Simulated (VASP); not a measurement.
# TiAl (P3m1) in VASP: notebook

TiAl is run at these levels: PBE; tasks: single point.

Everything below comes from runs of VASP 6.6.1. Logs are shortened: lines on timing, memory, paths and dates and some standing lists are left out, and cuts for length are marked.

## 1. The cell of the first run

The structure is trigonal, space group P3m1 (No. 156). The conventional cell has a = 2.809 Å, b = 2.809 Å, c = 4.532 Å, α = 90.00°, β = 90.00°, γ = 120.00°. Within 3.6 Å of Ti (site symmetry 3m) lie 6 Al at 2.71 to 2.86 Å and 6 Ti at 2.81 Å. Al (site symmetry 3m) has 6 Ti at 2.71 to 2.86 Å and 6 Al at 2.81 Å within 3.6 Å.

## 2. Single point, PBE (atoms displaced along a vibrational mode, the cell strained)

INCAR reads:

```
SYSTEM = TiAl
PREC = Accurate ; ENCUT = 520
EDIFF = 1E-7 ; ISMEAR = 0
SIGMA = 0.15 ; LREAL = .FALSE.
LASPH = .TRUE. ; NELM = 60
ALGO = Fast ; ISIF = 2
LWAVE = .FALSE. ; LCHARG = .FALSE.
GGA = PE ; NBANDS = 14
```

KPOINTS reads:

```
Automatic mesh
0
G
  18 18 10
  0 0 0
```

POSCAR reads:

```
TiAl
1.0
    2.8090839194      0.0000000000      0.0000000000
   -1.4045419597      2.4327380356      0.0000000000
    0.0000000000      0.0000000000      4.5323683938
Ti Al
1 1
Direct
    0.0000000000      0.0000000000      0.0075179876
    0.3333333333      0.6666666667      0.4866626023
```

Potentials or basis: VASP PAW PBE potentials, release 64 (Ti_sv, Al).

Command:

```sh
cat potpaw_PBE.64/Ti_sv/POTCAR potpaw_PBE.64/Al/POTCAR > POTCAR
mpirun -np 1 vasp_std > vasp.out
```

OUTCAR:

```text
SYSTEM = TiAl
   PREC = Accurate
   ENCUT = 520
   EDIFF = 1E-7
   ISMEAR = 0
   LREAL = .FALSE.
   LASPH = .TRUE.
   NELM = 60
   ISIF = 2
   GGA = PE

 ion  position               nearest neighbor table
   1  0.000  0.000  0.008-   2 2.71   2 2.71   2 2.71   2 2.86   2 2.86   2 2.86
   2  0.333  0.667  0.487-   1 2.71   1 2.71   1 2.71   1 2.86   1 2.86   1 2.86

  LATTYP: Found a hexagonal cell.
 ALAT       =     2.8090839194
 C/A-ratio  =     1.6134684915

  Lattice vectors:

 A1 = (   2.8090839194,   0.0000000000,   0.0000000000)
 A2 = (  -1.4045419597,   2.4327380356,   0.0000000000)
 A3 = (   0.0000000000,   0.0000000000,   4.5323683938)

Analysis of symmetry for initial positions (statically):
=====================================================================
 Subroutine PRICEL returns:
 Original cell was already a primitive cell.

 Routine SETGRP: Setting up the symmetry group for a
 hexagonal supercell.

 Subroutine GETGRP returns: Found  6 space group operations
 (whereof  6 operations were pure point group operations)
 out of a pool of 24 trial point group operations.

The static configuration has the point symmetry C_3v.

Analysis of symmetry for dynamics (positions and initial velocities):
=====================================================================
 Subroutine PRICEL returns:
 Original cell was already a primitive cell.

 Routine SETGRP: Setting up the symmetry group for a
 hexagonal supercell.

 Subroutine GETGRP returns: Found  6 space group operations
 (whereof  6 operations were pure point group operations)
 out of a pool of 24 trial point group operations.

The dynamic configuration has the point symmetry C_3v.

 Subroutine INISYM returns: Found  6 space group operations
 (whereof  6 operations are pure point group operations),
 and found     1 'primitive' translations

----------------------------------------------------------------------------------------

                                     Primitive cell

  volume of cell :      30.9731

  direct lattice vectors                    reciprocal lattice vectors
     2.809083919  0.000000000  0.000000000     0.355987941  0.205529733  0.000000000
    -1.404541960  2.432738036  0.000000000     0.000000000  0.411059467  0.000000000
     0.000000000  0.000000000  4.532368394     0.000000000  0.000000000  0.220635198

  length of vectors
     2.809083919  2.809083919  4.532368394     0.411059467  0.411059467  0.220635198

  position of ions in fractional coordinates (direct lattice)
     0.000000000  0.000000000  0.007517988
     0.333333333  0.666666667  0.486662602

  ion indices of the primitive-cell ions
   primitive index   ion index
                 1           1
                 2           2

----------------------------------------------------------------------------------------

 KPOINTS: Automatic mesh

Automatic generation of k-mesh.
 Grid dimensions read from file:
 generate k-points for:   18   18   10

 Generating k-lattice:

  Cartesian coordinates                     Fractional coordinates (reciprocal lattice)
     0.019777108  0.011418319  0.000000000     0.055555556 -0.000000000  0.000000000
     0.000000000  0.022836637  0.000000000     0.000000000  0.055555556  0.000000000
     0.000000000  0.000000000  0.022063520     0.000000000  0.000000000  0.100000000

  Length of vectors
     0.022836637  0.022836637  0.022063520

  Shift w.r.t. Gamma in fractional coordinates (k-lattice)
     0.000000000  0.000000000  0.000000000

 Subroutine IBZKPT returns following result:
 ===========================================

 Found    330 irreducible k-points:

 Following reciprocal coordinates:
            Coordinates               Weight
  0.000000  0.000000  0.000000      1.000000
  0.055556  0.000000  0.000000      6.000000
  0.111111  0.000000  0.000000      6.000000
  0.166667  0.000000  0.000000      6.000000
  0.222222  0.000000  0.000000      6.000000
  0.277778  0.000000  0.000000      6.000000
[... 16 lines left out ...]
  0.333333  0.111111  0.000000     12.000000
  0.388889  0.111111  0.000000     12.000000
 [... further k-points ...]
   k-points           NKPTS =    330   k-points in BZ     NKDIM =    330   number of bands    NBANDS=     14
   number of dos      NEDOS =    301   number of ions     NIONS =      2
   total plane-waves  NPLWV =  20736
   dimension x,y,z NGX =    24 NGY =   24 NGZ =   36
   dimension x,y,z NGXF=    48 NGYF=   48 NGZF=   72
   ions per type =               1   1
   NGX,Y,Z   is equivalent  to a cutoff of  14.20, 14.20, 13.20 a.u.
   NGXF,Y,Z  is equivalent  to a cutoff of  28.41, 28.41, 26.41 a.u.
 SYSTEM =  TiAl
   PREC   = accura    normal or accurate (medium, high low for compatibility)
   ISTART =      0    job   : 0-new  1-cont  2-samecut
   ICHARG =      2    charge: 1-file 2-atom 10-const
   ISPIN  =      1    spin polarized calculation?
   LNONCOLLINEAR =      F non collinear calculations
   LSORBIT =      F    spin-orbit coupling
   LASPH  =      T    aspherical Exc in radial PAW
   ENCUT  =  520.0 eV  38.22 Ry    6.18 a.u.   5.22  5.22  8.43*2*pi/ulx,y,z
   NELM   =     60;   NELMIN=  2; NELMDL= -5     # of ELM steps
   EDIFF  = 0.1E-06   stopping-criterion for ELM
   LREAL  =      F    real-space projection
   EDIFFG = 0.1E-05   stopping-criterion for IOM
   NSW    =      0    number of steps for IOM
   IBRION =     -1    ionic relax: 0-MD 1-quasi-New 2-CG
   NFREE  =      0    steps in history (QN), initial steepest desc. (CG)
   ISIF   =      2    stress and relaxation
   ISYM   =      2    0-nonsym 1-usesym 2-fastsym
   POTIM  = 0.5000    time-step for ionic-motion
   TEBEG  =    0.0;   TEEND  =   0.0 temperature during run
   PSTRESS=    0.0 pullay stress
   NELECT =      15.0000    total number of electrons
   NUPDOWN=      -1.0000    fix difference up-down
   EMIN   =  10.00;   EMAX   =-10.00  energy-range for DOS
   EFERMI =   0.00;   METHOD = LEGACY
   ISMEAR =     0;   SIGMA  =   0.15  broadening in eV -4-tet -1-fermi 0-gaus
   EFERMI_NEDOS =   21; number of points for ismear=-14 and -15
   IALGO  =     68    algorithm
   IMIX   =      4    mixing-type and parameters
     AMIX     =   0.40;   BMIX     =  1.00
     AMIX_MAG =   1.60;   BMIX_MAG =  1.00
  volume/ion in A,a.u.               =      15.49       104.51
  Fermi-wavevector in a.u.,A,eV,Ry     =   1.285613  2.429456 22.487710  1.652800
  Thomas-Fermi vector in A             =   2.417737
   LORBIT       =      0    0 simple, 1 ext, 2 COOP (PROOUT), +10 PAW based schemes
   GGA     = PE    functional components
   LHFCALC =     F    Hartree Fock is set to
   AEXX    =    0.0000 exact exchange contribution
   IVDW    =     0    specifies the selected vdW correction
   LEPSILON=     F    determine dielectric tensor
   LRPA    =     F    only Hartree local field effects (RPA)
 non-spin polarized calculation
 RMM-DIIS sequential band-by-band and
 Gauss-broadening in eV      SIGMA  =   0.15
  energy-cutoff  :      520.00
  volume of cell :       30.97
 maximum number of plane-waves:       848
 NGX is ok and might be reduce to    24
   NGX = 11   NGY = 11   NGZ = 17

 number of electron      14.9999999 magnetization

 Free energy of the ion-electron system (eV)
  ---------------------------------------------------
  ext. energy  EPLUGINS =         0.00000000
  ---------------------------------------------------
  free energy    TOTEN  =       -11.99051419 eV

  energy without entropy =      -11.96320985  energy(sigma->0) =      -11.97686202

 E-fermi :   8.6175     XC(G=0): -11.2387

 val. band max:        8.6162707713   @ k =   0.3889   0.0556   0.4000
 cond. band min:       8.6177774590   @ k =   0.2222   0.0000   0.4000
 fundamental gap:      0.0015066877
 Fermi energy:         8.6174787297

 k-point     1 :       0.0000    0.0000    0.0000
  band No.  band energies     occupation
      1     -47.7462      2.00000
      2     -24.0817      2.00000
      3     -23.5922      2.00000
      4     -23.5922      2.00000
      5      -0.6433      2.00000
      6       6.2524      2.00000
      7       6.8816      2.00000
      8       9.9693      0.00000
      9       9.9693      0.00000
     10      11.5910      0.00000
     11      11.5910      0.00000
     12      13.0196      0.00000
     13      21.9490      0.00000
     14      21.9490      0.00000

 k-point     2 :       0.0556    0.0000    0.0000
  band No.  band energies     occupation
      1     -47.7426      2.00000
      2     -24.0781      2.00000
      3     -23.6141      2.00000
      4     -23.5971      2.00000
      5      -0.5629      2.00000
      6       6.3384      2.00000
      7       6.8866      2.00000
      8       9.8861      0.00000
      9      10.0373      0.00000
     10      11.5668      0.00000
     11      11.6119      0.00000
     12      13.0387      0.00000
     13      20.6790      0.00000
     14      21.2502      0.00000

 k-point     3 :       0.1111    0.0000    0.0000
  band No.  band energies     occupation
      1     -47.7321      2.00000
      2     -24.0679      2.00000
      3     -23.6769      2.00000
      4     -23.6111      2.00000
      5      -0.3232      2.00000
      6       6.5784      2.00000
      7       6.9071      2.00000
      8       9.6591      0.00000
      9      10.2373      0.00000
     10      11.4980      0.00000
     11      11.6764      0.00000
     12      13.0915      0.00000
     13      18.7921      0.00000
     14      20.3248      0.00000

 k-point     4 :       0.1667    0.0000    0.0000
  band No.  band energies     occupation
      1     -47.7161      2.00000
      2     -24.0522      2.00000
      3     -23.7724      2.00000
      4     -23.6326      2.00000
      5       0.0715      2.00000
      6       6.8313      2.00000
      7       7.0398      2.00000
      8       9.3491      0.00000
      9      10.5569      0.00000
     10      11.3946      0.00000
     11      11.7886      0.00000
     12      13.1621      0.00000
     13      16.9588      0.00000
     14      19.4851      0.00000

 k-point     5 :       0.2222    0.0000    0.0000
  band No.  band energies     occupation
      1     -47.6963      2.00000
      2     -24.0329      2.00000
      3     -23.8882      2.00000
      4     -23.6588      2.00000
      5       0.6143      2.00000
      6       6.8846      2.00000
      7       7.3928      2.00000
      8       9.0449      0.00006
      9      10.9725      0.00000
     10      11.2731      0.00000
     11      11.9511      0.00000
[... 276 lines left out ...]
 k-point    22 :       0.2778    0.1111    0.0000
  band No.  band energies     occupation
      1     -47.6500      2.00000
      2     -24.1193      2.00000
      3     -23.9878      2.00000
      4     -23.7545      2.00000
      5       2.3294      2.00000
      6       6.9915      2.00000
      7       7.7134      2.00000
      8       8.5117      1.68123
      9      10.6034      0.00000
     10      11.5918      0.00000
     11      12.8544      0.00000
     12      13.0804      0.00000
     13      14.1761      0.00000
     14      15.6654      0.00000

 k-point    23 :       0.3333    0.1111    0.0000
  band No.  band energies     occupation
      1     -47.6346      2.00000
      2     -24.1978      2.00000
      3     -23.9729      2.00000
      4     -23.7818      2.00000
      5       3.2454      2.00000
      6       7.0087      2.00000
      7       7.3580      2.00000
      8       8.1221      2.00000
      9      10.4097      0.00000
     10      11.7021      0.00000
     11      13.0379      0.00000
     12      13.2665      0.00000
     13      14.3977      0.00000
     14      15.4857      0.00000

 k-point    24 :       0.3889    0.1111    0.0000
  band No.  band energies     occupation
      1     -47.6246      2.00000
      2     -24.2487      2.00000
      3     -23.9631      2.00000
      4     -23.7995      2.00000
      5       4.2289      2.00000
      6       6.5400      2.00000
      7       7.1291      2.00000
      8       7.7697      2.00000
      9      10.2771      0.00000
     10      11.9619      0.00000
     11      13.0458      0.00000
     12      13.5816      0.00000
     13      14.5144      0.00000
     14      15.6562      0.00000

 [... further k-points ...]

------------------------ aborting loop because EDIFF is reached ----------------------------------------

  FORCE on cell =-STRESS in cart. coord.  units (eV):
  Direction    XX          YY          ZZ          XY          YZ          ZX
  --------------------------------------------------------------------------------------
  -------------------------------------------------------------------------------------
  Total        1.7491677      1.7491677      2.1750247      0.0000000      0.0000000      0.0000000
  in kB       90.4808683     90.4808683    112.5095853      0.0000000      0.0000000      0.0000000
  external PRESSURE =      97.8237740 kB  Pullay stress =       0.0000000 kB

 VOLUME and BASIS-vectors are now :
 -----------------------------------------------------------------------------
  energy-cutoff  :      520.00
  volume of cell :       30.97
      direct lattice vectors                 reciprocal lattice vectors
     2.809083919  0.000000000  0.000000000     0.355987941  0.205529733  0.000000000
    -1.404541960  2.432738036  0.000000000     0.000000000  0.411059467  0.000000000
     0.000000000  0.000000000  4.532368394     0.000000000  0.000000000  0.220635198

 POSITION                                       TOTAL-FORCE (eV/Angst)
 -----------------------------------------------------------------------------------
      0.00000      0.00000      0.03407         0.000000     -0.000000     -0.871539
     -0.00000      1.62183      2.20573        -0.000000      0.000000      0.871539
 -----------------------------------------------------------------------------------
    total drift:                                0.000000     -0.000000     -0.000118

  FREE ENERGIE OF THE ION-ELECTRON SYSTEM (eV)
  ---------------------------------------------------
  free  energy   TOTEN  =       -11.9905141924 eV

  energy  without entropy=      -11.9632098494  energy(sigma->0) =      -11.97686202
```

Run time: 4.3 min. Hardware: 1 thread of AMD EPYC 9R45 (Zen 5), shared host; peak memory 0.24 GiB.

What came out:

```yaml
Free_energy: -11.9905 eV
Pressure: 9.8 GPa
Largest_force: 0.872 eV/Å
Band_gap_on_the_k_mesh: zero (an odd number of electrons rules out a gap without spin polarisation)
```

Forces on the atoms (eV/Å):
```
Ti   0.000  0.000 -0.872
Al   0.000  0.000  0.872
```

Stress tensor (GPa, compression positive):
```
 9.05  0.00  0.00
 0.00  9.05  0.00
 0.00  0.00 11.25
```

Caveat: the cell differs from its parent crystal (atoms displaced along a vibrational mode, the cell strained); the cell stands under pressure.

## 3. Single point, PBE (atoms displaced along a vibrational mode, the cell strained)

INCAR reads:

```
PREC = Accurate
ENCUT = 520
EDIFF = 1E-6
ISMEAR = 0
SIGMA = 0.15
LREAL = False
LASPH = True
NELM = 80
ALGO = Fast
ISIF = 2
LWAVE = False
LCHARG = False
GGA = PE
NBANDS = 14
```

KPOINTS reads:

```
Automatic mesh
0
Gamma
  18 18 10
```

POSCAR reads:

```
TiAl
1.0
    2.8329971466      0.0000000000      0.0000000000
   -1.4164985733      2.4534474978      0.0000000000
    0.0000000000      0.0000000000      4.5709516324
Ti Al
1 1
Direct
    0.0000000000      0.0000000000      0.0075179876
    0.3333333333      0.6666666667      0.4866626023
```

Potentials or basis: VASP PAW PBE potentials, release 64 (Ti_sv, Al).

Command:

```sh
cat potpaw_PBE.64/Ti_sv/POTCAR potpaw_PBE.64/Al/POTCAR > POTCAR
mpirun -np 1 vasp_std > vasp.out
```

Run time: 3 min. Hardware: 1 thread of AMD EPYC 9R45 (Zen 5), shared host; peak memory 0.24 GiB.

It converged, with:

- Free energy: -12.0307 eV
- Pressure: 6.3 GPa
- Largest force: 0.810 eV/Å
- Band gap on the k mesh: zero (an odd number of electrons rules out a gap without spin polarisation)

Forces on the atoms (eV/Å):
```
Ti   0.000  0.000 -0.810
Al   0.000  0.000  0.810
```

Stress tensor (GPa, compression positive):
```
5.84 0.00 0.00
0.00 5.84 0.00
0.00 0.00 7.36
```

Levels at points of the mesh, in eV from the Fermi level:
| k point | band 4 | band 5 | band 6 | band 7 | band 8 | band 9 | band 10 | band 11 |
| --- | --- | --- | --- | --- | --- | --- | --- | --- |
| (0.00, 0.00, 0.00) | -32.29 | -9.14 | -2.33 | -1.73 | 1.32 | 1.32 | 2.89 | 2.89 |
| (0.50, 0.00, 0.00) | -32.44 | -3.84 | -2.89 | -1.58 | -1.05 | 2.17 | 4.14 | 4.33 |
| (0.00, 0.00, 0.50) | -32.29 | -8.17 | -5.35 | -0.40 | 1.34 | 1.34 | 2.80 | 2.80 |
| (0.50, 0.00, 0.50) | -32.44 | -3.80 | -2.47 | -1.87 | 0.60 | 1.02 | 1.95 | 3.20 |

Caveat: the cell differs from its parent crystal (atoms displaced along a vibrational mode, the cell strained); the cell stands under pressure.
